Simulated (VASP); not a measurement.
Input of a VASP 6.6.1 run:

INCAR

```
SYSTEM = Li2Se
ALGO = Normal ; EDIFF = 1E-8
ENCUT = 750 ; GGA = PS
GGA_COMPAT = .False. ; IBRION = 8
ISIF = 2 ; ISMEAR = 0
LASPH = .True. ; LCHARG = .False.
LEPSILON = .True. ; LREAL = .False.
LWAVE = .False. ; NBANDS = 13
NELM = 120 ; NSW = 1
PREC = Accurate ; SIGMA = 0.01
```

The input KPOINTS:

```
k-points
0
Gamma
  8 8 8
  0 0 0
```

The input POSCAR:

```
Li2Se
1.0
    0.0000000000      2.8804654002      2.8804654002
    2.8804654002      0.0000000000      2.8804654002
    2.8804654002      2.8804654002      0.0000000000
Li Se
2 1
Direct
    0.2500000000      0.2500000000      0.2500000000
    0.7500000000      0.7500000000      0.7500000000
    0.0000000000      0.0000000000      0.0000000000
```

Potentials or basis: VASP PAW PBE potentials, release 64 (Li_sv, Se).

Command:

```bash
$ cat potpaw_PBE.64/Li_sv/POTCAR potpaw_PBE.64/Se/POTCAR > POTCAR
$ mpirun -np 1 vasp_std > vasp.out
```

Q: What does it give for the electronic dielectric tensor (diagonal)?

A: 4.52.

Q: Predict the Born charges (mean of the diagonal).

A: Li +0.90; Se -1.79 e.

Q: What does it give for the highest phonon frequency at Γ, LO-TO splitting left out?

A: 402 cm⁻¹.

Phonon frequencies in cm⁻¹ (negative: imaginary):
| q point | frequencies |
| --- | --- |
| (0.000, 0.000, 0.000) | 0 0 0 336 336 336 402 402 402 |

Caveat: the cell stands under pressure or tension, which shifts response properties.
